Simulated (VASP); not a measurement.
# TaSi2 (P6_3/mmc) in VASP: single point with PBE

Aim: the single point of TaSi2 with PBE.

All numbers are computed with VASP 6.6.1; they aren't measurements. Logs are shortened: lines on timing, memory, paths and dates and some standing lists are left out, and cuts for length are marked.

## Step 1: The cell of the first run

It takes space group P6_3/mmc (No. 194, hexagonal). Conventional cell: a = 4.583 Å, b = 4.583 Å, c = 5.057 Å, α = 90.00°, β = 90.00°, γ = 120.00°. Within 3.3 Å of Ta (site symmetry -6m2) lie 11 Si at 2.53 to 2.93 Å. Within 3.3 Å of Si (site symmetry -6m2) lie 5 Ta at 2.53 to 2.65 Å and 6 Si at 2.93 Å. Si (site symmetry -3m) has 8 Si at 2.53 to 2.93 Å and 6 Ta at 2.93 Å within 3.3 Å.

The cell was built from a structure type or drawn by symmetry, and may not be a known phase.

## Step 2: Single point, PBE

File INCAR:

```
  PREC = Accurate
  ENCUT = 500
  EDIFF = 1E-6
  ISMEAR = 0
  SIGMA = 0.2
  LREAL = F
  LASPH = T
  NELM = 120
  ALGO = Normal
  ISIF = 2
  LWAVE = F
  LCHARG = F
  GGA = PE
  NBANDS = 28
  GGA_COMPAT = F
```

File KPOINTS:

```
regular mesh
0
Gamma
  5 5 3
```

File POSCAR:

```
TaSi2
1.0
    4.5830537827     -0.0000000032      0.0000000000
   -2.2915268886      3.9690410043      0.0000000000
    0.0000000000      0.0000000000      5.0568718454
Ta Si
2 4
Direct
    0.3333333333      0.6666666667      0.7500000000
    0.6666666667      0.3333333333      0.2500000000
    0.3333333333      0.6666666667      0.2500000000
    0.6666666667      0.3333333333      0.7500000000
    0.0000000000      0.0000000000      0.0000000000
    0.0000000000      0.0000000000      0.5000000000
```

Potentials or basis: VASP PAW PBE potentials, release 64 (Ta_pv, Si).

Launch:

```sh
$ cat potpaw_PBE.64/Ta_pv/POTCAR potpaw_PBE.64/Si/POTCAR > POTCAR
$ mpirun -np 1 vasp_std > vasp.out
```

OUTCAR:

```text
PREC = Accurate
   ENCUT = 500
   EDIFF = 1E-6
   ISMEAR = 0
   LREAL = F
   LASPH = T
   NELM = 120
   ISIF = 2
   GGA = PE

 ion  position               nearest neighbor table
   1  0.333  0.667  0.750-   3 2.53   3 2.53   4 2.65   4 2.65   4 2.65   5 2.93   6 2.93   6 2.93
                             5 2.93   6 2.93   5 2.93
   2  0.667  0.333  0.250-   4 2.53   4 2.53   3 2.65   3 2.65   3 2.65   5 2.93   6 2.93   5 2.93
                             6 2.93   5 2.93   6 2.93
   3  0.333  0.667  0.250-   1 2.53   1 2.53   2 2.65   2 2.65   2 2.65   5 2.93   6 2.93   6 2.93
                             5 2.93   6 2.93   5 2.93
   4  0.667  0.333  0.750-   2 2.53   2 2.53   1 2.65   1 2.65   1 2.65   5 2.93   6 2.93   5 2.93
                             6 2.93   5 2.93   6 2.93
   5  0.000  0.000  0.000-   6 2.53   6 2.53   3 2.93   4 2.93   1 2.93   2 2.93   1 2.93   3 2.93
                             2 2.93   4 2.93   2 2.93   4 2.93   1 2.93   3 2.93
   6  0.000  0.000  0.500-   5 2.53   5 2.53   3 2.93   4 2.93   1 2.93   2 2.93   1 2.93   3 2.93
                             2 2.93   4 2.93   2 2.93   4 2.93   1 2.93   3 2.93

  LATTYP: Found a hexagonal cell.
 ALAT       =     4.5830537827
 C/A-ratio  =     1.1033847921

  Lattice vectors:

 A1 = (   4.5830537827,  -0.0000000032,   0.0000000000)
 A2 = (  -2.2915268886,   3.9690410043,   0.0000000000)
 A3 = (   0.0000000000,   0.0000000000,   5.0568718454)

Analysis of symmetry for initial positions (statically):
=====================================================================
 Subroutine PRICEL returns:
 Original cell was already a primitive cell.

 Routine SETGRP: Setting up the symmetry group for a
 hexagonal supercell.

 Subroutine GETGRP returns: Found 24 space group operations
 (whereof 12 operations were pure point group operations)
 out of a pool of 24 trial point group operations.

The static configuration has the point symmetry D_3d.
 The point group associated with its full space group is D_6h.

Analysis of symmetry for dynamics (positions and initial velocities):
=====================================================================
 Subroutine PRICEL returns:
 Original cell was already a primitive cell.

 Routine SETGRP: Setting up the symmetry group for a
 hexagonal supercell.

 Subroutine GETGRP returns: Found 24 space group operations
 (whereof 12 operations were pure point group operations)
 out of a pool of 24 trial point group operations.

The dynamic configuration has the point symmetry D_3d.
 The point group associated with its full space group is D_6h.

 Subroutine INISYM returns: Found 24 space group operations
 (whereof 12 operations are pure point group operations),
 and found     1 'primitive' translations

----------------------------------------------------------------------------------------

                                     Primitive cell

  volume of cell :      91.9862

  direct lattice vectors                    reciprocal lattice vectors
     4.583053783 -0.000000003  0.000000000     0.218195127  0.125975015  0.000000000
    -2.291526889  3.969041004  0.000000000     0.000000000  0.251950030  0.000000000
     0.000000000  0.000000000  5.056871845     0.000000000  0.000000000  0.197750710

  length of vectors
     4.583053783  4.583053783  5.056871845     0.251950030  0.251950030  0.197750710

  position of ions in fractional coordinates (direct lattice)
     0.333333333  0.666666667  0.750000000
     0.666666667  0.333333333  0.250000000
     0.333333333  0.666666667  0.250000000
     0.666666667  0.333333333  0.750000000
     0.000000000  0.000000000  0.000000000
     0.000000000  0.000000000  0.500000000

  ion indices of the primitive-cell ions
   primitive index   ion index
                 1           1
                 2           2
                 3           3
                 4           4
                 5           5
                 6           6

----------------------------------------------------------------------------------------

 KPOINTS: regular mesh

Automatic generation of k-mesh.
 Grid dimensions read from file:
 generate k-points for:    5    5    3

 Generating k-lattice:

  Cartesian coordinates                     Fractional coordinates (reciprocal lattice)
     0.043639025  0.025195003  0.000000000     0.200000000  0.000000000  0.000000000
     0.000000000  0.050390006  0.000000000    -0.000000000  0.200000000  0.000000000
     0.000000000  0.000000000  0.065916903     0.000000000  0.000000000  0.333333333

  Length of vectors
     0.050390006  0.050390006  0.065916903

  Shift w.r.t. Gamma in fractional coordinates (k-lattice)
     0.000000000  0.000000000  0.000000000

 Subroutine IBZKPT returns following result:
 ===========================================

 Found     10 irreducible k-points:

 Following reciprocal coordinates:
            Coordinates               Weight
  0.000000  0.000000  0.000000      1.000000
  0.200000 -0.000000  0.000000      6.000000
  0.400000  0.000000  0.000000      6.000000
  0.200000  0.200000  0.000000      6.000000
  0.400000  0.200000  0.000000      6.000000
  0.000000  0.000000  0.333333      2.000000
  0.200000 -0.000000  0.333333     12.000000
  0.400000  0.000000  0.333333     12.000000
  0.200000  0.200000  0.333333     12.000000
  0.400000  0.200000  0.333333     12.000000
   k-points           NKPTS =     10   k-points in BZ     NKDIM =     10   number of bands    NBANDS=     28
   number of dos      NEDOS =    301   number of ions     NIONS =      6
   total plane-waves  NPLWV =  51840
   dimension x,y,z NGX =    36 NGY =   36 NGZ =   40
   dimension x,y,z NGXF=    72 NGYF=   72 NGZF=   80
   ions per type =               2   4
   NGX,Y,Z   is equivalent  to a cutoff of  13.06, 13.06, 13.15 a.u.
   NGXF,Y,Z  is equivalent  to a cutoff of  26.12, 26.12, 26.30 a.u.
 SYSTEM =  unknown system
   PREC   = accura    normal or accurate (medium, high low for compatibility)
   ISTART =      0    job   : 0-new  1-cont  2-samecut
   ICHARG =      2    charge: 1-file 2-atom 10-const
   ISPIN  =      1    spin polarized calculation?
   LNONCOLLINEAR =      F non collinear calculations
   LSORBIT =      F    spin-orbit coupling
   LASPH  =      T    aspherical Exc in radial PAW
   ENCUT  =  500.0 eV  36.75 Ry    6.06 a.u.   8.36  8.36  9.22*2*pi/ulx,y,z
   NELM   =    120;   NELMIN=  2; NELMDL= -5     # of ELM steps
   EDIFF  = 0.1E-05   stopping-criterion for ELM
   LREAL  =      F    real-space projection
   EDIFFG = 0.1E-04   stopping-criterion for IOM
   NSW    =      0    number of steps for IOM
   IBRION =     -1    ionic relax: 0-MD 1-quasi-New 2-CG
   NFREE  =      0    steps in history (QN), initial steepest desc. (CG)
   ISIF   =      2    stress and relaxation
   ISYM   =      2    0-nonsym 1-usesym 2-fastsym
   POTIM  = 0.5000    time-step for ionic-motion
   TEBEG  =    0.0;   TEEND  =   0.0 temperature during run
   PSTRESS=    0.0 pullay stress
   NELECT =      38.0000    total number of electrons
   NUPDOWN=      -1.0000    fix difference up-down
   EMIN   =  10.00;   EMAX   =-10.00  energy-range for DOS
   EFERMI =   0.00;   METHOD = LEGACY
   ISMEAR =     0;   SIGMA  =   0.20  broadening in eV -4-tet -1-fermi 0-gaus
   EFERMI_NEDOS =   21; number of points for ismear=-14 and -15
   IALGO  =     38    algorithm
   IMIX   =      4    mixing-type and parameters
     AMIX     =   0.40;   BMIX     =  1.00
     AMIX_MAG =   1.60;   BMIX_MAG =  1.00
  volume/ion in A,a.u.               =      15.33       103.46
  Fermi-wavevector in a.u.,A,eV,Ry     =   1.219257  2.304061 20.226247  1.486587
  Thomas-Fermi vector in A             =   2.354515
   LORBIT       =      0    0 simple, 1 ext, 2 COOP (PROOUT), +10 PAW based schemes
   GGA     = PE    functional components
   LHFCALC =     F    Hartree Fock is set to
   AEXX    =    0.0000 exact exchange contribution
   IVDW    =     0    specifies the selected vdW correction
   LEPSILON=     F    determine dielectric tensor
   LRPA    =     F    only Hartree local field effects (RPA)
 non-spin polarized calculation
 Gauss-broadening in eV      SIGMA  =   0.20
  energy-cutoff  :      500.00
  volume of cell :       91.99
 maximum number of plane-waves:      2352
 NGX is ok and might be reduce to    36
   NGX = 17   NGY = 17   NGZ = 19

 number of electron      38.0000005 magnetization

 Free energy of the ion-electron system (eV)
  ---------------------------------------------------
  ext. energy  EPLUGINS =         0.00000000
  ---------------------------------------------------
  free energy    TOTEN  =       -44.65965285 eV

  energy without entropy =      -44.62158560  energy(sigma->0) =      -44.64061922

 E-fermi :   8.8562     XC(G=0): -11.8137

 val. band max:        8.7386550947   @ k =   0.2000  -0.0000   0.0000
 cond. band min:       8.9274788749   @ k =   0.2000  -0.0000   0.0000
 fundamental gap:      0.1888237802
 Fermi energy:         8.8562357601

 k-point     1 :       0.0000    0.0000    0.0000
  band No.  band energies     occupation
      1     -26.0649      2.00000
      2     -25.9640      2.00000
      3     -25.8524      2.00000
      4     -25.8524      2.00000
      5     -25.8074      2.00000
      6     -25.8074      2.00000
[... 20 lines left out ...]
     27      12.4828      0.00000
     28      14.0737      0.00000

 k-point     2 :       0.2000   -0.0000    0.0000
  band No.  band energies     occupation
      1     -26.0561      2.00000
      2     -25.9722      2.00000
      3     -25.8562      2.00000
      4     -25.8539      2.00000
      5     -25.8136      2.00000
      6     -25.8054      2.00000
[... 20 lines left out ...]
     27      13.0434      0.00000
     28      14.0902      0.00000

 k-point     3 :       0.4000    0.0000    0.0000
  band No.  band energies     occupation
      1     -26.0360      2.00000
      2     -25.9915      2.00000
      3     -25.8617      2.00000
      4     -25.8562      2.00000
      5     -25.8234      2.00000
      6     -25.8026      2.00000
[... 182 lines left out ...]
      3     -25.8490      2.00000
      4     -25.8373      2.00000
      5     -25.8224      2.00000
      6     -25.8185      2.00000
[... 20 lines left out ...]
     27      13.5360      0.00000
     28      13.5549      0.00000

 k-point    10 :       0.4000    0.2000    0.3333
  band No.  band energies     occupation
      1     -26.0305      2.00000
      2     -26.0203      2.00000
      3     -25.8528      2.00000
      4     -25.8332      2.00000
      5     -25.8252      2.00000
      6     -25.8190      2.00000
[... 20 lines left out ...]
     27      12.8100      0.00000
     28      13.6699      0.00000

------------------------ aborting loop because EDIFF is reached ----------------------------------------

  FORCE on cell =-STRESS in cart. coord.  units (eV):
  Direction    XX          YY          ZZ          XY          YZ          ZX
  --------------------------------------------------------------------------------------
  -------------------------------------------------------------------------------------
  Total       -0.0551292     -0.0551292     -0.0800823      0.0000000      0.0000000      0.0000000
  in kB       -0.9602174     -0.9602174     -1.3948416      0.0000000      0.0000000      0.0000000
  external PRESSURE =      -1.1050922 kB  Pullay stress =       0.0000000 kB

 VOLUME and BASIS-vectors are now :
 -----------------------------------------------------------------------------
  energy-cutoff  :      500.00
  volume of cell :       91.99
      direct lattice vectors                 reciprocal lattice vectors
     4.583053783 -0.000000003  0.000000000     0.218195127  0.125975015  0.000000000
    -2.291526889  3.969041004  0.000000000     0.000000000  0.251950030  0.000000000
     0.000000000  0.000000000  5.056871845     0.000000000  0.000000000  0.197750710

 POSITION                                       TOTAL-FORCE (eV/Angst)
 -----------------------------------------------------------------------------------
      0.00000      2.64603      3.79265         0.000000      0.000000      0.000000
      2.29153      1.32301      1.26422         0.000000     -0.000000      0.000000
      0.00000      2.64603      1.26422        -0.000000      0.000000      0.000000
      2.29153      1.32301      3.79265        -0.000000     -0.000000      0.000000
      0.00000      0.00000      0.00000        -0.000000      0.000000      0.000000
      0.00000      0.00000      2.52844        -0.000000      0.000000      0.000000
 -----------------------------------------------------------------------------------
    total drift:                                0.000000     -0.000000      0.000000

  FREE ENERGIE OF THE ION-ELECTRON SYSTEM (eV)
  ---------------------------------------------------
  free  energy   TOTEN  =       -44.6596528473 eV

  energy  without entropy=      -44.6215856014  energy(sigma->0) =      -44.64061922
```

It took 18 s on 1 thread of AMD EPYC 9R45 (Zen 5), shared host; peak memory 0.18 GiB.

Results:

* Free energy: -44.6597 eV
* Pressure: -0.1 GPa
* Band gap on the k mesh: zero (bands 19 and 20 overlap by 0.75 eV)

Levels at points of the mesh, in eV from the Fermi level:
```
           k point  band 17  band 18  band 19  band 20  band 21  band 22
(0.00, 0.00, 0.00)    -1.96    -1.11    -1.11     0.89     1.45     1.48
```

Caveat: the k points lie up to 0.41 Å⁻¹ apart, too coarse for converged energies and pressures of a metal; spin-orbit coupling is left out, which moves the levels of the heavy elements.
